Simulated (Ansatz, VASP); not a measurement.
SiGe3: VASP beside Ansatz

```
Si Ge
1.0
     2.95542    0.00000    0.00000
    -1.47771    2.55947    0.00000
     0.00000    0.00000    9.64180
Si Ge
1 3
Direct
  0.66667 0.33333 0.50000
  0.33333 0.66667 0.73667
  0.33333 0.66667 0.26333
  0.66667 0.33333 0.00000
```

Alike in both runs: functional PBE; k mesh 18 × 18 × 6; occupations gaussian, width 0.1 eV; no spin polarisation.

Ansatz relaxed the structure, and its values are those at the end. VASP's run is a single point on that final structure, the one shown.

```csv
,VASP,Ansatz
version,VASP 6.6.1,Ansatz 0.2.0
potentials or method,"VASP PAW PBE potentials, release 64 (Si, Ge_d), cutoff 520 eV","scalar-relativistic, plane waves, PAW"
valence electrons in the cell,46,46
```

```csv
,VASP,Ansatz,Ansatz less VASP
gap on the k mesh at the Fermi level (eV),none,none,-
pressure (GPa),0.0,0.0,-0.03
```

A gap of «none» marks a metal or a gap that the smearing closes. The functional is the same, so the differences come from potentials, cutoffs and numerics.
